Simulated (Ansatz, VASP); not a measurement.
**One calculation of ZnS, two programs**

Contents of INCAR:

```
SYSTEM = ZnS
PREC     = Accurate       ! precision mode
ENCUT    = 520            ! plane-wave cutoff, eV
EDIFF    = 1E-6           ! SCF threshold, eV
ISMEAR   = 0              ! smearing method
SIGMA    = 0.05           ! smearing width, eV
LREAL    = .False.        ! projectors in reciprocal space
LASPH    = .True.         ! aspherical terms in the spheres
NELM     = 60             ! most SCF steps
ALGO     = Normal         ! electronic algorithm
ISIF     = 2              ! what is computed and relaxed
LWAVE    = .False.        ! write WAVECAR
LCHARG   = .False.        ! write CHGCAR
GGA      = PE             ! functional
NBANDS   = 26             ! bands
```

The input KPOINTS:

```
Automatic mesh
0
Gamma
  12 12 4
  0 0 0
```

POSCAR

```
ZnS
1.0
    3.9127891162      0.0000000000      0.0000000000
   -1.9563945581      3.3885747743      0.0000000000
    0.0000000000      0.0000000000      6.3053333047
Zn S
2 2
Direct
    0.3333333333      0.6666666667      0.0052197899
    0.6666666667      0.3333333333      0.5052197899
    0.3333333333      0.6666666667      0.3797802101
    0.6666666667      0.3333333333      0.8797802101
```

Input for Ansatz:

```yaml
crystal:
  lattice:
    - [3.9127891162, 0.0, 0.0]
    - [-1.9563945581, 3.3885747743, 0.0]
    - [0.0, 0.0, 6.3053333047]
  atoms:
    - { symbol: Zn, position: [0.3333333333, 0.6666666667, 0.0052197899] }
    - { symbol: Zn, position: [0.6666666667, 0.3333333333, 0.5052197899] }
    - { symbol: S, position: [0.3333333333, 0.6666666667, 0.3797802101] }
    - { symbol: S, position: [0.6666666667, 0.3333333333, 0.8797802101] }
basis:
  ecutwfc: 420
kpoints:
  mp_grid: { grid: [12, 12, 4] }
hamiltonian:
  xc: pbe
scf:
  occupations: { method: gaussian, width: 0.05 }
output:
  forces: true
  stress: true
  eigenvalues: true
```

Change from the starting cell: strain +0.0175 x Voigt [1, 1, 0, 0, 0, 0], atoms carried along.

Alike in both runs: task single point; functional PBE; k mesh 12 × 12 × 4; occupations gaussian, width 0.05 eV; no spin polarisation.

```csv
,VASP,Ansatz
version,VASP 6.6.1,Ansatz 0.2.0
potentials or method,"VASP PAW PBE potentials, release 64 (Zn, S), cutoff 520 eV","scalar-relativistic, plane waves, PAW"
valence electrons in the cell,36,36
```

|  | VASP | Ansatz | Ansatz less VASP |
| --- | --- | --- | --- |
| gap on the k mesh at the Fermi level (eV) | 1.96 | 1.95 | -0.002 |
| least direct gap on the mesh (eV) | 1.96 | 1.95 | -0.002 |
| pressure (GPa) | -2.1 | -2.2 | -0.12 |
| traceless stress, the component that is largest in VASP (GPa) | 1.34 | 1.33 | -0.010 |
| rms of the force components (eV/Å) | 0.051 | 0.051 | -0.0006 |

Atom by atom the forces differ by 0.001 eV/Å (rms over components).
